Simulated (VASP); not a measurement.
# Pb (P2_1/m) in VASP: a series of runs, part 2 of 2

VASP 6.6.1. The steps go on from the part before.

## Step 3: Electric field gradients, PBE (atom 2 (Pb) moved by [0.2, 0.0, 0.0] A)

The input, INCAR:

```
ALGO = Normal
EDIFF = 1E-8
ENCUT = 520
GGA = PE
ISIF = 2
ISMEAR = -1
LASPH = True
LCHARG = False
LEFG = True
LREAL = False
LWAVE = False
NBANDS = 21
NELM = 80
PREC = Accurate
SIGMA = 0.08
```

The input, KPOINTS:

```
k-points
0
Gamma
  14 14 8
```

The input, POSCAR:

```
Pb
1.0
    3.4800006906      0.0000000000      0.0000000000
   -1.7400003453      3.0137690032      0.0000000000
    0.0000000000      0.0000000000      5.5900000000
Pb
2
Direct
    0.3333333333      0.6666666667      0.2500000000
    0.7241379197      0.3333333333      0.7500000000
```

Potentials or basis: VASP PAW PBE potentials, release 64 (Pb_d).

Launch:

```console
cat potpaw_PBE.64/Pb_d/POTCAR > POTCAR
mpirun -np 1 vasp_std > vasp.out
```

OUTCAR:

```text
EDIFF = 1E-8
   ENCUT = 520
   GGA = PE
   ISIF = 2
   ISMEAR = -1
   LASPH = True
   LREAL = False
   NELM = 80
   PREC = Accurate

 ion  position               nearest neighbor table
   1  0.333  0.667  0.250-   2 3.35   2 3.35   2 3.45   2 3.45   2 3.55   2 3.55
   2  0.724  0.333  0.750-   1 3.35   1 3.35   1 3.45   1 3.45   1 3.55   1 3.55

  LATTYP: Found a hexagonal cell.
 ALAT       =     3.4800006906
 C/A-ratio  =     1.6063215203

  Lattice vectors:

 A1 = (   3.4800006906,   0.0000000000,   0.0000000000)
 A2 = (  -1.7400003453,   3.0137690032,   0.0000000000)
 A3 = (   0.0000000000,   0.0000000000,   5.5900000000)

Analysis of symmetry for initial positions (statically):
=====================================================================
 Subroutine PRICEL returns:
 Original cell was already a primitive cell.

 Routine SETGRP: Setting up the symmetry group for a
[... 767 lines left out ...]
  energy-cutoff  :      520.00
  volume of cell :       58.63
      direct lattice vectors                 reciprocal lattice vectors
     3.480000691  0.000000000  0.000000000     0.287356265  0.165905217  0.000000000
    -1.740000345  3.013769003  0.000000000     0.000000000  0.331810434  0.000000000
     0.000000000  0.000000000  5.590000000     0.000000000  0.000000000  0.178890877

 POSITION                                       TOTAL-FORCE (eV/Angst)
 -----------------------------------------------------------------------------------
     -0.00000      2.00918      1.39750         0.076188      0.011005      0.000000
      1.94000      1.00459      4.19250        -0.076188     -0.011005     -0.000000
 -----------------------------------------------------------------------------------
    total drift:                                0.000018      0.000013      0.000000

  FREE ENERGIE OF THE ION-ELECTRON SYSTEM (eV)
  ---------------------------------------------------
  free  energy   TOTEN  =        -7.0379170941 eV

  energy  without entropy=       -7.0146174722  energy(sigma->0) =       -7.02626728

 Electric field gradients (V/A^2)
---------------------------------------------------------------------
 ion       V_xx      V_yy      V_zz      V_xy      V_xz      V_yz
---------------------------------------------------------------------
   1      26.342    26.496   -52.838    -3.719     0.000     0.000
   2      26.342    26.496   -52.838    -3.719    -0.000     0.000
---------------------------------------------------------------------

 Electric field gradients after diagonalization (V/A^2)
 (convention: |V_zz| > |V_xx| > |V_yy|)
----------------------------------------------------------------------
 ion       V_xx      V_yy      V_zz     asymmetry (V_yy - V_xx)/ V_zz
----------------------------------------------------------------------
   1      30.139    22.699   -52.838       0.141
   2      30.139    22.699   -52.838       0.141
----------------------------------------------------------------------

           NMR quadrupolar parameters

 Cq : quadrupolar parameter    Cq=e*Q*V_zz/h
 eta: asymmetry parameters     (V_yy - V_xx)/ V_zz
 Q  : nuclear electric quadrupole moment in mb (millibarn)
----------------------------------------------------------------------
 ion       Cq(MHz)       eta       Q (mb)
----------------------------------------------------------------------
   1      -0.128       0.141       1.000
   2      -0.128       0.141       1.000
----------------------------------------------------------------------
```

OSZICAR:

```text
N       E                     dE             d eps       ncg     rms          rms(c)
DAV:   1     0.296666436436E+03    0.29667E+03   -0.14289E+04 21005   0.165E+03
DAV:   2     0.143605420118E+02   -0.28231E+03   -0.27582E+03 21200   0.411E+02
DAV:   3    -0.639025947022E+01   -0.20751E+02   -0.20530E+02 25205   0.137E+02
DAV:   4    -0.703291297951E+01   -0.64265E+00   -0.64236E+00 25038   0.273E+01
DAV:   5    -0.706440275218E+01   -0.31490E-01   -0.31489E-01 28857   0.556E+00    0.803E-01
DAV:   6    -0.704370115010E+01    0.20702E-01   -0.39888E-02 29458   0.266E+00    0.394E-01
DAV:   7    -0.703815266484E+01    0.55485E-02   -0.14660E-02 29250   0.164E+00    0.126E-01
DAV:   8    -0.703792563427E+01    0.22703E-03   -0.10806E-03 28622   0.439E-01    0.145E-02
DAV:   9    -0.703791723405E+01    0.84002E-05   -0.43423E-05 28496   0.102E-01    0.710E-03
DAV:  10    -0.703791696461E+01    0.26944E-06   -0.33148E-06 29184   0.185E-02    0.105E-03
DAV:  11    -0.703791713337E+01   -0.16876E-06   -0.45131E-07 29170   0.902E-03    0.525E-04
DAV:  12    -0.703791706454E+01    0.68830E-07   -0.39754E-08 23815   0.328E-03    0.952E-05
DAV:  13    -0.703791709382E+01   -0.29279E-07   -0.21296E-09 14180   0.750E-04    0.390E-05
DAV:  14    -0.703791709409E+01   -0.27467E-09   -0.46249E-10 13715   0.339E-04
   1 F= -.70379171E+01 E0= -.70262673E+01  d E =-.232996E-01
```

stdout:

```text
POSCAR found type information on POSCAR Pb
 POSCAR found :  1 types and       2 ions
 scaLAPACK will be used
 LDA part: xc-table for (Slater+PW92), standard interpolation
 POSCAR, INCAR and KPOINTS ok, starting setup
 FFT: planning ... GRIDC
 FFT: planning ... GRID_SOFT
 FFT: planning ... GRID
 WAVECAR not read
 entering main loop
ion   1

ion   2
```

It took 23 min on 1 thread of Intel Xeon 8259CL, shared host; peak memory 0.53 GiB.

Results:

```
Free energy                             : -7.0379 eV
Pressure                                : 4.1 GPa
Largest force                           : 0.077 eV/Å
Band gap on the k mesh                  : zero (bands 14 and 15 overlap by 7.26 eV)
Largest electric field gradient by atom : Pb -52.8 V/Å²
```

Forces on the atoms (eV/Å):
```
Pb   0.076  0.011  0.000
Pb  -0.076 -0.011  0.000
```

Electric field gradients, principal values (V/Å²):
```tsv
atom	least	middle	greatest (by size)
1 Pb	22.699	30.139	-52.838
2 Pb	22.699	30.139	-52.838
```

Caveat: the cell differs from its parent crystal (atom 2 (Pb) moved by [0.2, 0.0, 0.0] A); the cell stands under pressure; without QUAD_EFG the Cq values of the log hold for a quadrupole moment of 1 mb, not for the nuclei; spin-orbit coupling is left out, which moves the levels of the heavy elements.
